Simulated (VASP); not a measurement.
# B (P6/mmm) in VASP: further runs, part 2 of 2

VASP 6.6.1. The steps go on from the part before.

## Step 4: Relaxation of cell and atoms, PBE

This run uses another cell than the first one, of 7.63 Å³/atom.

Input file INCAR:

```
PREC = Accurate ; ENCUT = 600
EDIFF = 1E-6 ; ISMEAR = 0
SIGMA = 0.1 ; LREAL = False
LASPH = True ; NELM = 60
ALGO = Normal ; ISIF = 3
LWAVE = False ; LCHARG = False
GGA = PE ; IBRION = 2
NSW = 100 ; EDIFFG = -0.01
```

Input file KPOINTS:

```
Automatic mesh
0
Gamma
  24 24 28
```

Input file POSCAR:

```
B
1.0
    2.9981578472      0.0000000000      0.0000000000
   -1.4990789236      2.5964808602      0.0000000000
    0.0000000000      0.0000000000      1.9615310229
B
2
Direct
    0.3333333333      0.6666666667      0.0000000000
    0.6666666667      0.3333333333      0.0000000000
```

Potentials or basis: VASP PAW PBE potentials, release 64 (B).

Started as:

```sh
> cat potpaw_PBE.64/B/POTCAR > POTCAR
> mpirun -np 1 vasp_std > vasp.out
```

OUTCAR:

```text
PREC = Accurate
   ENCUT = 600
   EDIFF = 1E-6
   ISMEAR = 0
   LREAL = False
   LASPH = True
   NELM = 60
   ISIF = 3
   GGA = PE
   IBRION = 2
   NSW = 100
   EDIFFG = -0.01

 ion  position               nearest neighbor table
   1  0.333  0.667  0.000-   2 1.73   2 1.73   2 1.73
   2  0.667  0.333  0.000-   1 1.73   1 1.73   1 1.73

  LATTYP: Found a hexagonal cell.
 ALAT       =     2.9981578472
 C/A-ratio  =     0.6542454143

  Lattice vectors:

 A1 = (   2.9981578472,   0.0000000000,   0.0000000000)
 A2 = (  -1.4990789236,   2.5964808602,   0.0000000000)
 A3 = (   0.0000000000,   0.0000000000,   1.9615310229)

Analysis of symmetry for initial positions (statically):
=====================================================================
 Subroutine PRICEL returns:
 Original cell was already a primitive cell.

 Routine SETGRP: Setting up the symmetry group for a
 hexagonal supercell.

 Subroutine GETGRP returns: Found 24 space group operations
 (whereof 24 operations were pure point group operations)
 out of a pool of 24 trial point group operations.
[... 172 lines left out ...]
  -------------------------------------------------------------------------------------
  Total        0.2296149      0.2296149     -0.3257942      0.0000000      0.0000000      0.0000000
  in kB       24.0921616     24.0921616    -34.1837024      0.0000000      0.0000000      0.0000000
  external PRESSURE =       4.6668736 kB  Pullay stress =       0.0000000 kB
[... 95 lines left out ...]
--------------------------------------- Ionic step        4  -------------------------------------------

 number of electron       6.0000000 magnetization

 Free energy of the ion-electron system (eV)
  ---------------------------------------------------
  ext. energy  EPLUGINS =         0.00000000
  ---------------------------------------------------
  free energy    TOTEN  =       -11.92402867 eV

  energy without entropy =      -11.92154904  energy(sigma->0) =      -11.92278885

 E-fermi :   5.4954     XC(G=0): -11.5530

 val. band max:        5.4947633767   @ k =   0.3333  -0.0000   0.3571
 cond. band min:       5.4967118304   @ k =   0.2500   0.1667   0.5000
 fundamental gap:      0.0019484537
 Fermi energy:         5.4954422232

 k-point     1 :       0.0000    0.0000    0.0000
  band No.  band energies     occupation
      1      -9.1601      2.00000
      2       3.9078      2.00000
      3       3.9078      2.00000
      4      11.1245      0.00000
      5      11.1245      0.00000
      6      11.2475      0.00000
      7      17.9756      0.00000
[... 221 lines left out ...]
 k-point    24 :       0.4583    0.0417    0.0000
  band No.  band energies     occupation
      1      -5.5865      2.00000
      2      -4.1209      2.00000
      3       1.2882      2.00000
      4       9.0604      0.00000
      5      19.5310      0.00000
      6      20.2089      0.00000
      7      20.8778      0.00000

 [... further k-points ...]

------------------------ aborting loop because EDIFF is reached ----------------------------------------

  FORCE on cell =-STRESS in cart. coord.  units (eV):
  Direction    XX          YY          ZZ          XY          YZ          ZX
  --------------------------------------------------------------------------------------
  -------------------------------------------------------------------------------------
  Total        0.0001791      0.0001791      0.0071532     -0.0000000     -0.0000000      0.0000000
  in kB        0.0188797      0.0188797      0.7542482     -0.0000000     -0.0000000      0.0000000
  external PRESSURE =       0.2640025 kB  Pullay stress =       0.0000000 kB
[... 17 lines left out ...]
  FREE ENERGIE OF THE ION-ELECTRON SYSTEM (eV)
  ---------------------------------------------------
  free  energy   TOTEN  =       -11.9240286667 eV

  energy  without entropy=      -11.9215490369  energy(sigma->0) =      -11.92278885

 reached required accuracy - stopping structural energy minimisation
```

OSZICAR:

```text
N       E                     dE             d eps       ncg     rms          rms(c)
DAV:   1     0.246478159179E+01    0.24648E+01   -0.34683E+03 12971   0.854E+02
DAV:   2    -0.120575474681E+02   -0.14522E+02   -0.13998E+02 19026   0.109E+02
[... 22 lines left out ...]
   3 F= -.11923482E+02 E0= -.11922219E+02  d E =-.267593E-02
       N       E                     dE             d eps       ncg     rms          rms(c)
DAV:   1    -0.119243358241E+02   -0.85381E-03   -0.23960E-02 16170   0.141E+00    0.113E-01
DAV:   2    -0.119241255821E+02    0.21024E-03   -0.29210E-04 15687   0.151E-01    0.622E-02
DAV:   3    -0.119240284880E+02    0.97094E-04   -0.17236E-04 17178   0.844E-02    0.345E-03
DAV:   4    -0.119240286667E+02   -0.17874E-06   -0.13563E-06 12166   0.123E-02
   4 F= -.11924029E+02 E0= -.11922789E+02  d E =-.546649E-03
```

CONTCAR:

```text
B
   1.00000000000000
     3.0113753738607585    0.0000000000000000    0.0000000000000000
    -1.5056876869303792    2.6079275740630088   -0.0000000000000000
     0.0000000000000000    0.0000000000000000    1.9348064288408493
  B
     2
Direct
     0.3333333332999970    0.6666666667000030    0.0000000000000000
     0.6666666667000030    0.3333333332999970    1.0000000000000000

  0.00000000E+00  0.00000000E+00  0.00000000E+00
  0.00000000E+00  0.00000000E+00  0.00000000E+00
```

Wall time 3.1 min (1 thread of Intel Xeon 8259CL, shared host); peak memory 0.21 GiB.

What came out:

```yaml
Free_energy: -11.9240 eV
Relaxed_volume: 7.60 Å³/atom
Relaxed_cell: a = 3.011 Å, b = 3.011 Å, c = 1.935 Å, α = 90.00°, β = 90.00°, γ = 120.00°
Space_group_after_relaxing_to_0.1_Å: P6/mmm (No. 191)
Energy_gained_by_relaxing: 1.6 meV/atom
Ionic_steps: 4
Pressure_after_relaxing: 0.0 GPa
Band_gap_on_the_k_mesh: zero (bands 3 and 4 overlap by 5.05 eV)
```

The path:
```
step  energy change (eV)  largest force (eV/Å)  pressure (GPa)  volume (Å³)
   1              0.0000                0.0000            0.47        15.27
   2             -0.0027                0.0000           -1.20        15.32
   3             -0.0027                0.0000           -1.28        15.32
   4             -0.0032                0.0000            0.03        15.19
```

Final structure:
```
B
1.0
     3.01138    0.00000    0.00000
    -1.50569    2.60793    0.00000
     0.00000    0.00000    1.93481
B
2
Direct
  0.33333 0.66667 0.00000
  0.66667 0.33333 0.00000
```

## Step 5: The runs side by side

| task | cell | k mesh | cutoff (eV) | gap on the mesh (eV) | pressure (GPa) | relaxed volume (Å³/atom) |
| --- | --- | --- | --- | --- | --- | --- |
| relaxation of cell and atoms | relaxed from a = 1.714, b = 1.714, c = 3.789 Å, angles 90.0, 90.0, 120.0°, 2 atoms | 12 × 12 × 4 | 600 | none | -0.4 | 7.33 |
| single point | a = 3.011, b = 3.011, c = 1.936 Å, angles 90.0, 90.0, 120.0°, 2 atoms | 24 × 24 × 28 | 520 | none | 0.0 | - |
| relaxation of cell and atoms | relaxed from a = 2.998, b = 2.998, c = 1.962 Å, angles 90.0, 90.0, 120.0°, 2 atoms | 24 × 24 × 28 | 600 | none | 0.0 | 7.60 |

Alike in all rows: level PBE; potentials or basis VASP PAW PBE potentials, release 64 (B); no spin polarisation; smearing gaussian 0.1 eV.

Caveats: some runs use coarse meshes; the volume moved by over 15 % at a fixed basis, so the end points are rough (at least some runs).

Absolute energies hang on the potentials; compare differences alone.
